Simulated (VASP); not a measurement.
Input of a VASP 6.6.1 run:

The input INCAR:

```
PREC = Accurate
ENCUT = 520
EDIFF = 1E-6
ISMEAR = -1
SIGMA = 0.05
LREAL = False
LASPH = True
NELM = 100
ALGO = Normal
ISIF = 2
LWAVE = False
LCHARG = True
GGA = PE
LELF = True
LVHAR = True
NBANDS = 15
```

KPOINTS

```
Automatic mesh
0
Gamma
  13 13 11
```

File POSCAR:

```
HfB2
1.0
    3.1813206298      0.0000000000      0.0000000000
   -1.5906603150      2.7551044830      0.0000000000
    0.0000000000      0.0000000000      3.5257947253
Hf B
1 2
Direct
    0.0000000000      0.0000000000      0.0000000000
    0.3333333333      0.6666666667      0.5000000000
    0.6666666667      0.3333333333      0.5000000000
```

Potentials or basis: VASP PAW PBE potentials, release 64 (Hf_pv, B).

Launch:

```sh
$ cat potpaw_PBE.64/Hf_pv/POTCAR potpaw_PBE.64/B/POTCAR > POTCAR
$ mpirun -np 1 vasp_std > vasp.out
```

(1) Predict the band gap on the k mesh.

(2) Estimate the pressure.

Results:

(1) zero (band 8 reaches 7.98 eV, above the bottom of band 9 at 7.00 eV).

(2) -8.4 GPa.

Caveat: spin-orbit coupling is left out, which moves the levels of the heavy elements.
